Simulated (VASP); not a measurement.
# Mo6CO: single point with PBE

System: Mo6CO, a slab with vacuum.

```
Mo C O
1.0
     4.46958    0.00000    0.00000
    -2.23479    3.87077    0.00000
     0.00000    0.00000   22.25957
Mo C O
6 1 1
Direct
  0.66667 0.33333 0.17970
  0.33333 0.66667 0.22068
  0.00000 0.00000 0.26167
  0.66667 0.33333 0.29905
  0.33333 0.66667 0.33552
  0.00000 0.00000 0.37106
  0.16667 0.33333 0.44383
  0.16667 0.33333 0.49595
```

```yaml
Program: VASP 6.6.1
Task: single point
Functional: PBE
Potentials_or_basis: VASP PAW PBE potentials, release 64 (Mo_sv, C, O)
Cutoff: 520 eV
k_mesh: 6 × 6 × 1
Occupations: gaussian, width 0.1 eV
Spin: no spin polarisation
```

```yaml
Largest_force: 2.171 eV/Å
Band_gap_on_the_k_mesh: zero (filled and empty bands touch)
```

Forces in eV/Å, atoms in the order of the input:
```
Mo   0.000 -0.065  1.750
Mo   0.000 -0.149 -0.452
Mo   0.000  0.270 -2.155
Mo   0.000 -0.081 -0.670
Mo   0.000  0.011  0.641
Mo   0.000 -0.189  0.693
C    0.000 -0.602 -1.164
O    0.000  0.805  1.356
```

Levels at points of the mesh, in eV from the Fermi level:
```tsv
k point	band 45	band 46	band 47	band 48	band 49	band 50
(0.00, 0.00, 0.00)	-1.21	-1.20	-0.73	0.14	0.85	1.17
(0.50, 0.00, 0.00)	-0.82	-0.22	-0.03	0.15	0.28	0.77
(0.00, 0.50, 0.00)	-0.71	-0.22	-0.05	0.04	0.33	0.72
```

Wall time 14 min on 1 thread of Oxide Virtual Turin-like Processor, on a shared host, peak memory 0.6 GiB.
